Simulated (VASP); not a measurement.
Al: single point with r2SCAN

Al:

```
CELL_PARAMETERS angstrom
0.00000 1.76811 2.65216
1.76811 0.00000 2.65216
1.76811 1.76811 0.00000
ATOMIC_POSITIONS crystal
Al 0.00000 0.00000 0.00000
```

This cell differs from its parent crystal: ratio of the length along z to the lengths across it x 1.5, volume and fractional coordinates fixed.

```json
{
 "Program": "VASP 6.6.1",
 "Task": "single point",
 "Functional": "r2SCAN",
 "Potentials or basis": "VASP PAW PBE potentials, release 64 (Al)",
 "Cutoff": "520 eV",
 "k mesh": "22 × 22 × 22",
 "Occupations": "gaussian, width 0.2 eV",
 "Spin": "no spin polarisation"
}
```

```
Pressure               : 9.9 GPa
Band gap on the k mesh : zero (an odd number of electrons rules out a gap without spin polarisation)
```

Stress tensor (GPa, compression positive):
```
 22.07   0.00   0.00
  0.00  22.07   0.00
  0.00   0.00 -14.50
```

Levels at points of the mesh, in eV from the Fermi level:
```tsv
k point	band 1	band 2	band 3	band 4	band 5
(0.00, 0.00, 0.00)	-11.69	9.23	9.44	11.78	16.28
(0.50, 0.00, 0.00)	-4.60	-3.77	5.90	6.78	17.62
(0.50, 0.50, 0.00)	-6.70	-5.63	9.19	12.18	12.18
(0.50, 0.00, 0.50)	-0.58	1.42	3.34	5.91	6.89
```

It took 2 min on 1 thread of Intel(R) Xeon(R) 6975P-C (Granite Rapids), on a shared host, peak memory 0.2 GiB.

Caveat: the stress differs along the axes, from -15 to 22 GPa; the PAW data sets were made with another functional, which shifts forces and pressure a little.
